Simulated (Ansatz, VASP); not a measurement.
One calculation of BaCr, two programs

```
Ba Cr
1.0
     0.00000    3.46215    3.46215
     3.46215    0.00000    3.46215
     3.46215    3.46215    0.00000
Ba Cr
1 1
Cartesian
  0.0000 0.0000 0.0000
  3.4621 3.4621 3.4621
```

Alike in both runs: functional PBE; k mesh 6 × 6 × 6; occupations gaussian, width 0.1 eV; collinear spin.

Ansatz relaxed the structure, and its values are those at the end. VASP's run is a single point on that final structure, the one shown.

|  | VASP | Ansatz |
| --- | --- | --- |
| version | VASP 6.6.1 | Ansatz 0.2.0 |
| potentials or method | VASP PAW PBE potentials, release 64 (Ba_sv, Cr_pv), cutoff 520 eV | scalar-relativistic, plane waves, PAW |
| valence electrons in the cell | 22 | 24 |

VASP gave:

| Quantity | Value |
| --- | --- |
| gap on the k mesh at the Fermi level (eV) | none |
| pressure (GPa) | 0.4 |
| net moment per atom (μB) | 2.33 |
| size of the moment on the site where the two differ most (μB) | 4.08 |

Estimate Ansatz's values.

gap on the k mesh at the Fermi level (eV): none; pressure (GPa): 0.2; net moment per atom (μB): 2.34; size of the moment on the site where the two differ most (μB): 4.40.

Site moments also hang on the region over which each program counts them. A gap of «none» marks a metal or a gap that the smearing closes. The functional is the same, so the differences come from potentials, cutoffs and numerics. VASP's potentials hold 22 valence electrons a cell and Ansatz's 24, so a difference there can come from the potentials and not from the codes.

Neither program's run includes spin-orbit coupling.
